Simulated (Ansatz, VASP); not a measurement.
**CaO in VASP and in Ansatz**

```
CELL_PARAMETERS angstrom
3.83551 0.00000 0.00000
-1.91776 3.32165 0.00000
0.00000 0.00000 8.10483
ATOMIC_POSITIONS crystal
Ca 0.16272 0.83728 0.66667
Ca 0.16272 0.32545 0.33333
Ca 0.67455 0.83728 0.00000
O 0.83516 0.16484 0.66667
O 0.83516 0.67032 0.33333
O 0.32968 0.16484 0.00000
```

Alike in both runs: functional PBE; k mesh 6 × 6 × 4; occupations gaussian, width 0.1 eV; no spin polarisation.

Ansatz relaxed the structure, and its values are those at the end. VASP's run is a single point on that final structure, the one shown.

```csv
,VASP,Ansatz
version,VASP 6.6.1,Ansatz 0.2.0
potentials or method,"VASP PAW PBE potentials, release 64 (Ca_sv, O), cutoff 520 eV","scalar-relativistic, plane waves, PAW"
valence electrons in the cell,48,48
```

```csv
,VASP,Ansatz,Ansatz less VASP
gap on the k mesh at the Fermi level (eV),2.18,2.19,+0.008
least direct gap on the mesh (eV),2.18,2.19,+0.008
pressure (GPa),0.6,0.1,-0.48
rms of the force components (eV/Å),0.010,0.006,-0.0048
```

With one functional, cell and mesh, what is left measures potentials, basis and numerics.
